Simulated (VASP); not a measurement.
## SiPd2O4: single point with r2SCAN+U

SiPd2O4:

```
CELL_PARAMETERS angstrom
0.00000 4.20068 4.20068
4.20068 0.00000 4.20068
4.20068 4.20068 0.00000
ATOMIC_POSITIONS crystal
Pd 0.62500 0.62500 0.62500
Pd 0.12500 0.62500 0.62500
Pd 0.62500 0.62500 0.12500
Pd 0.62500 0.12500 0.62500
Si 0.00000 0.00000 0.00000
Si 0.25000 0.25000 0.25000
O 0.36880 0.36880 0.36880
O 0.35640 0.88120 0.88120
O 0.36880 0.36880 0.89360
O 0.88120 0.35640 0.88120
O 0.89360 0.36880 0.36880
O 0.88120 0.88120 0.88120
O 0.36880 0.89360 0.36880
O 0.88120 0.88120 0.35640
```

```json
{"Program": "VASP 6.6.1", "Task": "single point", "Functional": "r2SCAN", "Potentials or basis": "VASP PAW PBE potentials, release 64 (Pd, Si, O)", "Cutoff": "520 eV", "k mesh": "7 × 7 × 7", "Occupations": "fermi-dirac, width 0.1 eV", "Spin": "no spin polarisation", "Hubbard terms": "Pd d U = 3.23 eV", "Dipole correction": "no", "Further INCAR settings": "ALGO = Normal; EDIFF = 1e-07; NBANDS = 61"}
```

The pressure is 2.0 GPa, the largest force is 2.737 eV/Å and the band gap on the k mesh is zero (band 48 reaches 8.04 eV, above the bottom of band 49 at 7.39 eV).

Forces on the atoms (eV/Å):
```
Pd   0.000  0.000  0.000
Pd   0.000  0.000  0.000
Pd   0.000  0.000  0.000
Pd   0.000  0.000  0.000
Si   0.000  0.000  0.000
Si   0.000  0.000  0.000
O   -1.580 -1.580 -1.580
O    1.580 -1.580 -1.580
O    1.580  1.580 -1.580
O   -1.580  1.580 -1.580
O   -1.580  1.580  1.580
O    1.580  1.580  1.580
O    1.580 -1.580  1.580
O   -1.580 -1.580  1.580
```

Levels at points of the mesh, in eV from the Fermi level:
```tsv
k point	band 44	band 45	band 46	band 47	band 48	band 49	band 50	band 51	band 52	band 53
(0.00, 0.00, 0.00)	-2.25	-0.12	-0.12	0.53	0.53	0.53	0.60	0.60	0.60	2.09
```

Eigenvalues of the final occupation matrices:
```tsv
site	spin	trace	eigenvalues
site 1 d	1	4.36	0.72 0.72 0.97 0.98 0.98
site 1 d	2	4.36	0.72 0.72 0.97 0.98 0.98
site 2 d	1	4.36	0.72 0.72 0.97 0.98 0.98
site 2 d	2	4.36	0.72 0.72 0.97 0.98 0.98
site 3 d	1	4.36	0.72 0.72 0.97 0.98 0.98
site 3 d	2	4.36	0.72 0.72 0.97 0.98 0.98
site 4 d	1	4.36	0.72 0.72 0.97 0.98 0.98
site 4 d	2	4.36	0.72 0.72 0.97 0.98 0.98
```

Wall time 9.9 min on 1 thread of Intel(R) Xeon(R) 6975P-C (Granite Rapids) (shared host), peak memory 0.44 GiB.

Caveat: the PAW data sets were made with another functional, which shifts forces and pressure a little; U without spin polarisation on a metal has little footing.
